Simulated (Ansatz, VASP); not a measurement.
# Two plane-wave programs on Si3N4

```
Si N
1.0
     5.42270    0.00000    0.00000
    -2.71135    4.69619    0.00000
     0.00000    0.00000    2.52557
Si N
3 4
Direct
  0.82400 0.17600 0.00000
  0.82400 0.64800 0.00000
  0.35200 0.17600 0.00000
  0.97182 0.48591 0.50000
  0.00000 0.00000 0.50000
  0.51409 0.48591 0.50000
  0.51409 0.02818 0.50000
```

Change from the starting cell: ordered vacancies on the cation sites of tungsten carbide (P-6m2, No. 187).

Alike in both runs: functional PBE; k mesh 12 × 12 × 14; occupations gaussian, width 0.1 eV; no spin polarisation.

Ansatz relaxed the structure, and its values are those at the end. VASP's run is a single point on that final structure, the one shown.

|  | VASP | Ansatz |
| --- | --- | --- |
| version | VASP 6.6.1 | Ansatz 0.2.0 |
| potentials or method | VASP PAW PBE potentials, release 64 (Si, N), cutoff 520 eV | scalar-relativistic, plane waves, PAW |
| valence electrons in the cell | 32 | 32 |

Ansatz gave:

```
gap on the k mesh at the Fermi level (eV) : none
pressure (GPa)                            : 0.0
rms of the force components (eV/Å)        : 0.000
```

What did VASP give for the same quantities?

gap on the k mesh at the Fermi level (eV): none; pressure (GPa): 0.1; rms of the force components (eV/Å): 0.007.

A gap of «none» marks a metal or a gap that the smearing closes. With one functional, cell and mesh, what is left measures potentials, basis and numerics.
